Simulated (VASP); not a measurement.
# Ge (Fd-3m) in VASP: a series of runs

The runs below take Ge through single point, with PBEsol-based screened hybrid with 25 % exact exchange.

Everything below comes from runs of VASP 6.6.1. Logs are shortened: lines on timing, memory, paths and dates and some standing lists are left out, and cuts for length are marked.

### Step 1. The cell of the first run

It takes space group Fd-3m (No. 227, cubic). The conventional cell has a = 5.542 Å, b = 5.542 Å, c = 5.542 Å, α = 90.00°, β = 90.00°, γ = 90.00°. Within 3.2 Å of Ge (site symmetry -43m) lie 4 Ge at 2.40 Å.

### Step 2. Single point, PBEsol-based screened hybrid with 25 % exact exchange

Contents of POSCAR:

```
Ge
1.0
    0.0000000000      2.7711609388      2.7711609388
    2.7711609388      0.0000000000      2.7711609388
    2.7711609388      2.7711609388      0.0000000000
Ge
2
Direct
    0.7500000000      0.7500000000      0.7500000000
    0.5000000000      0.5000000000      0.5000000000
```

Contents of INCAR.step1:

```
PREC = Accurate
ENCUT = 520
EDIFF = 1E-5
ISMEAR = -1
SIGMA = 0.05
LREAL = False
LASPH = True
NELM = 60
ALGO = Normal
ISIF = 2
LWAVE = True
LCHARG = False
GGA = PE
NBANDS = 21
```

Contents of INCAR.step2:

```
PREC = Accurate
ENCUT = 520
EDIFF = 1E-7
ISMEAR = -1
SIGMA = 0.05
LREAL = False
LASPH = True
NELM = 60
ALGO = Normal
ISIF = 2
LWAVE = False
LCHARG = False
GGA = PS
LHFCALC = True
AEXX = 0.25
HFSCREEN = 0.207
PRECFOCK = Normal
ISTART = 1
NBANDS = 21
```

Contents of KPOINTS:

```
Automatic mesh
0
Gamma
  4 4 4
```

Potentials or basis: VASP PAW PBE potentials, release 64 (Ge_d).

Launch:

```bash
$ cat potpaw_PBE.64/Ge_d/POTCAR > POTCAR
$ cp INCAR.step1 INCAR
$ mpirun -np 1 vasp_std > vasp.out
$ cp INCAR.step2 INCAR
$ mpirun -np 1 vasp_std > vasp.out
```

OUTCAR:

```text
PREC = Accurate
   ENCUT = 520
   EDIFF = 1E-7
   ISMEAR = -1
   LREAL = False
   LASPH = True
   NELM = 60
   ISIF = 2
   GGA = PS
   LHFCALC = True
   AEXX = 0.25
   HFSCREEN = 0.207
   PRECFOCK = Normal
   ISTART = 1

 ion  position               nearest neighbor table
   1  0.750  0.750  0.750-   2 2.40   2 2.40   2 2.40   2 2.40
   2  0.500  0.500  0.500-   1 2.40   1 2.40   1 2.40   1 2.40

  LATTYP: Found a face centered cubic cell.
 ALAT       =     5.5423218776

  Lattice vectors:

 A1 = (   0.0000000000,   2.7711609388,   2.7711609388)
 A2 = (   2.7711609388,   0.0000000000,   2.7711609388)
 A3 = (   2.7711609388,   2.7711609388,   0.0000000000)

Analysis of symmetry for initial positions (statically):
=====================================================================
 Subroutine PRICEL returns:
 Original cell was already a primitive cell.

 Routine SETGRP: Setting up the symmetry group for a
 face centered cubic supercell.

 Subroutine GETGRP returns: Found 48 space group operations
 (whereof 24 operations were pure point group operations)
 out of a pool of 48 trial point group operations.

The static configuration has the point symmetry T_d .
 The point group associated with its full space group is O_h .

Analysis of symmetry for dynamics (positions and initial velocities):
=====================================================================
 Subroutine PRICEL returns:
 Original cell was already a primitive cell.

 Routine SETGRP: Setting up the symmetry group for a
 face centered cubic supercell.

 Subroutine GETGRP returns: Found 48 space group operations
 (whereof 24 operations were pure point group operations)
 out of a pool of 48 trial point group operations.

The dynamic configuration has the point symmetry T_d .
 The point group associated with its full space group is O_h .

 Subroutine INISYM returns: Found 48 space group operations
 (whereof 24 operations are pure point group operations),
 and found     1 'primitive' translations

----------------------------------------------------------------------------------------

                                     Primitive cell

  volume of cell :      42.5613

  direct lattice vectors                    reciprocal lattice vectors
     0.000000000  2.771160939  2.771160939    -0.180429795  0.180429795  0.180429795
     2.771160939  0.000000000  2.771160939     0.180429795 -0.180429795  0.180429795
     2.771160939  2.771160939  0.000000000     0.180429795  0.180429795 -0.180429795

  length of vectors
     3.919013383  3.919013383  3.919013383     0.312513572  0.312513572  0.312513572

  position of ions in fractional coordinates (direct lattice)
     0.750000000  0.750000000  0.750000000
     0.500000000  0.500000000  0.500000000

  ion indices of the primitive-cell ions
   primitive index   ion index
                 1           1
                 2           2

----------------------------------------------------------------------------------------

 KPOINTS: Automatic mesh

Automatic generation of k-mesh.
 Grid dimensions read from file:
 generate k-points for:    4    4    4

 Generating k-lattice:

  Cartesian coordinates                     Fractional coordinates (reciprocal lattice)
    -0.045107449  0.045107449  0.045107449     0.250000000  0.000000000  0.000000000
     0.045107449 -0.045107449  0.045107449     0.000000000  0.250000000  0.000000000
     0.045107449  0.045107449 -0.045107449     0.000000000  0.000000000  0.250000000

  Length of vectors
     0.078128393  0.078128393  0.078128393

  Shift w.r.t. Gamma in fractional coordinates (k-lattice)
     0.000000000  0.000000000  0.000000000

 Subroutine IBZKPT returns following result:
 ===========================================

 Found      8 irreducible k-points:

 Following reciprocal coordinates:
            Coordinates               Weight
  0.000000  0.000000  0.000000      1.000000
  0.250000  0.000000  0.000000      8.000000
  0.500000  0.000000  0.000000      4.000000
  0.250000  0.250000  0.000000      6.000000
  0.500000  0.250000  0.000000     24.000000
 -0.250000  0.250000  0.000000     12.000000
  0.500000  0.500000  0.000000      3.000000
 -0.250000  0.500000  0.250000      6.000000
   k-points           NKPTS =      8   k-points in BZ     NKDIM =     64   number of bands    NBANDS=     21
   number of dos      NEDOS =    301   number of ions     NIONS =      2
   total plane-waves  NPLWV =  27000
   dimension x,y,z NGX =    30 NGY =   30 NGZ =   30
   dimension x,y,z NGXF=    60 NGYF=   60 NGZF=   60
   ions per type =               2
   NGX,Y,Z   is equivalent  to a cutoff of  12.73, 12.73, 12.73 a.u.
   NGXF,Y,Z  is equivalent  to a cutoff of  25.45, 25.45, 25.45 a.u.
 SYSTEM =  unknown system
   PREC   = accura    normal or accurate (medium, high low for compatibility)
   ISTART =      1    job   : 0-new  1-cont  2-samecut
   ICHARG =      0    charge: 1-file 2-atom 10-const
   ISPIN  =      1    spin polarized calculation?
   LNONCOLLINEAR =      F non collinear calculations
   LSORBIT =      F    spin-orbit coupling
   LASPH  =      T    aspherical Exc in radial PAW
   ENCUT  =  520.0 eV  38.22 Ry    6.18 a.u.   7.29  7.29  7.29*2*pi/ulx,y,z
   NELM   =     60;   NELMIN=  2; NELMDL=  0     # of ELM steps
   EDIFF  = 0.1E-06   stopping-criterion for ELM
   LREAL  =      F    real-space projection
   EDIFFG = 0.1E-05   stopping-criterion for IOM
   NSW    =      0    number of steps for IOM
   IBRION =     -1    ionic relax: 0-MD 1-quasi-New 2-CG
   NFREE  =      0    steps in history (QN), initial steepest desc. (CG)
   ISIF   =      2    stress and relaxation
   ISYM   =      3    0-nonsym 1-usesym 2-fastsym
   POTIM  = 0.5000    time-step for ionic-motion
   TEBEG  =    0.0;   TEEND  =   0.0 temperature during run
   PSTRESS=    0.0 pullay stress
   NELECT =      28.0000    total number of electrons
   NUPDOWN=      -1.0000    fix difference up-down
   EMIN   =  10.00;   EMAX   =-10.00  energy-range for DOS
   EFERMI =   0.00;   METHOD = LEGACY
   ISMEAR =    -1;   SIGMA  =   0.05  broadening in eV -4-tet -1-fermi 0-gaus
   EFERMI_NEDOS =   21; number of points for ismear=-14 and -15
   IALGO  =     38    algorithm
   IMIX   =      1    mixing-type and parameters
     AMIX     =   0.40;   BMIX     =  1.00
     AMIX_MAG =   1.60;   BMIX_MAG =  1.00
  volume/ion in A,a.u.               =      21.28       143.61
  Fermi-wavevector in a.u.,A,eV,Ry     =   1.423822  2.690634 27.582678  2.027270
  Thomas-Fermi vector in A             =   2.544379
   LORBIT       =      0    0 simple, 1 ext, 2 COOP (PROOUT), +10 PAW based schemes
   GGA     = PS    functional components
   LHFCALC =     T    Hartree Fock is set to
   PRECFOCK=normal    Normal, Fast or Accurate (Low or Medium for compatibility)
   ENCUT4O =  -1.0   cutoff for four orbital integrals eV
   NKREDX  =     1    reduce k-point grid by
   NKREDY  =     1    reduce k-point grid by
   NKREDZ  =     1    reduce k-point grid by
   AEXX    =    0.2500 exact exchange contribution
   HFSCREEN=    0.2070 screening length (either q_TF or 0.3 A-1)
   HFSCREENC=   0.2070 screening length for correlation (either q_TF or 0.3 A-1)
   ENCUTFOCK=  -1.0 apply spherical cutoff to Coloumb kernel
   IVDW    =     0    specifies the selected vdW correction
   LEPSILON=     F    determine dielectric tensor
   LRPA    =     F    only Hartree local field effects (RPA)
 non-spin polarized calculation
  energy-cutoff  :      520.00
  volume of cell :       42.56
 maximum number of plane-waves:      1162
 NGX is ok and might be reduce to    30
  NGX = 24; NGY = 24; NGZ = 24

 number of electron      27.9999991 magnetization

 Free energy of the ion-electron system (eV)
  ---------------------------------------------------
  ext. energy  EPLUGINS =         0.00000000
  ---------------------------------------------------
  free energy    TOTEN  =       -10.97445341 eV

  energy without entropy =      -10.97444955  energy(sigma->0) =      -10.97445148

 E-fermi :   5.7153     XC(G=0):  -8.5832

 val. band max:        5.2029523142   @ k =   0.0000   0.0000   0.0000
 cond. band min:       6.2484934838   @ k =   0.5000   0.0000   0.0000
 fundamental gap:      1.0455411696
 Fermi energy:         5.7153044785

 k-point     1 :       0.0000    0.0000    0.0000
  band No.  band energies     occupation
      1     -22.7380      2.00000
      2     -22.7380      2.00000
      3     -22.7380      2.00000
      4     -22.6963      2.00000
      5     -22.6963      2.00000
      6     -22.4501      2.00000
[... 13 lines left out ...]
     20      15.7958      0.00000
     21      15.7958      0.00000

 k-point     2 :       0.2500    0.0000    0.0000
  band No.  band energies     occupation
      1     -22.7601      2.00000
      2     -22.7601      2.00000
      3     -22.7285      2.00000
      4     -22.6619      2.00000
      5     -22.6619      2.00000
      6     -22.4759      2.00000
[... 13 lines left out ...]
     20      14.4724      0.00000
     21      14.4724      0.00000

 k-point     3 :       0.5000    0.0000    0.0000
  band No.  band energies     occupation
      1     -22.7674      2.00000
      2     -22.7674      2.00000
      3     -22.7189      2.00000
      4     -22.6466      2.00000
      5     -22.6466      2.00000
      6     -22.4840      2.00000
[... 13 lines left out ...]
     20      17.8586      0.00000
     21      17.8586      0.00000

 k-point     4 :       0.2500    0.2500    0.0000
  band No.  band energies     occupation
      1     -22.7599      2.00000
      2     -22.7599      2.00000
      3     -22.7472      2.00000
      4     -22.6552      2.00000
      5     -22.6127      2.00000
      6     -22.5514      2.00000
[... 13 lines left out ...]
     20      16.6281      0.00000
     21      16.9583      0.00000

 k-point     5 :       0.5000    0.2500    0.0000
  band No.  band energies     occupation
      1     -22.7928      2.00000
      2     -22.7746      2.00000
      3     -22.6956      2.00000
      4     -22.6137      2.00000
      5     -22.5913      2.00000
      6     -22.5695      2.00000
[... 13 lines left out ...]
     20      17.9835      0.00000
     21      18.4967      0.00000

 k-point     6 :      -0.2500    0.2500    0.0000
  band No.  band energies     occupation
      1     -22.7869      2.00000
      2     -22.7782      2.00000
      3     -22.6875      2.00000
      4     -22.6436      2.00000
      5     -22.6098      2.00000
      6     -22.5253      2.00000
[... 13 lines left out ...]
     20      16.0526      0.00000
     21      18.6536      0.00000

 k-point     7 :       0.5000    0.5000    0.0000
  band No.  band energies     occupation
      1     -22.7786      2.00000
      2     -22.7786      2.00000
      3     -22.6796      2.00000
      4     -22.6796      2.00000
      5     -22.5583      2.00000
      6     -22.5583      2.00000
[... 13 lines left out ...]
     20      18.6983      0.00000
     21      19.4409      0.00000

 k-point     8 :      -0.2500    0.5000    0.2500
  band No.  band energies     occupation
      1     -22.7953      2.00000
      2     -22.7953      2.00000
      3     -22.6286      2.00000
      4     -22.6286      2.00000
      5     -22.5684      2.00000
      6     -22.5684      2.00000
[... 13 lines left out ...]
     20      17.9581      0.00000
     21      19.8305      0.00000

------------------------ aborting loop because EDIFF is reached ----------------------------------------

  FORCE on cell =-STRESS in cart. coord.  units (eV):
  Direction    XX          YY          ZZ          XY          YZ          ZX
  --------------------------------------------------------------------------------------
  -------------------------------------------------------------------------------------
  Total        1.1902747      1.1902747      1.1902747     -0.0000000      0.0000000     -0.0000000
  in kB       44.8066572     44.8066572     44.8066572     -0.0000000      0.0000000     -0.0000000
  external PRESSURE =      44.8066572 kB  Pullay stress =       0.0000000 kB

 VOLUME and BASIS-vectors are now :
 -----------------------------------------------------------------------------
  energy-cutoff  :      520.00
  volume of cell :       42.56
      direct lattice vectors                 reciprocal lattice vectors
     0.000000000  2.771160939  2.771160939    -0.180429795  0.180429795  0.180429795
     2.771160939  0.000000000  2.771160939     0.180429795 -0.180429795  0.180429795
     2.771160939  2.771160939  0.000000000     0.180429795  0.180429795 -0.180429795

 POSITION                                       TOTAL-FORCE (eV/Angst)
 -----------------------------------------------------------------------------------
      4.15674      4.15674      4.15674        -0.000000     -0.000000     -0.000000
      2.77116      2.77116      2.77116         0.000000      0.000000      0.000000
 -----------------------------------------------------------------------------------
    total drift:                                0.000000      0.000000      0.000000

  FREE ENERGIE OF THE ION-ELECTRON SYSTEM (eV)
  ---------------------------------------------------
  free  energy   TOTEN  =       -10.9744534058 eV

  energy  without entropy=      -10.9744495493  energy(sigma->0) =      -10.97445148
```

Wall time 23 min (1 thread of AMD EPYC 7R13 (Zen 3), shared host); peak memory 0.26 GiB.

Results:

| Quantity | Value |
| --- | --- |
| Free energy | -10.9745 eV |
| Pressure | 4.5 GPa |
| Band gap on the k mesh | 1.05 eV (least direct gap 1.54 eV) |

Levels at points of the mesh, in eV from the valence-band top:
```csv
k point,band 11,band 12,band 13,band 14,band 15,band 16,band 17,band 18
"(0.00, 0.00, 0.00)",-14.57,0.00,0.00,0.00,1.54,3.26,3.26,3.26
"(0.50, 0.00, 0.00)",-12.06,-8.63,-1.63,-1.63,1.05,4.49,4.49,7.86
"(0.50, 0.50, 0.00)",-9.96,-9.96,-3.59,-3.59,1.17,1.17,11.35,11.35
```

Caveat: the k points lie up to 0.49 Å⁻¹ apart; the PAW data sets were made with another functional, which shifts forces and pressure a little.

(Part 1 of 2 ends here.)
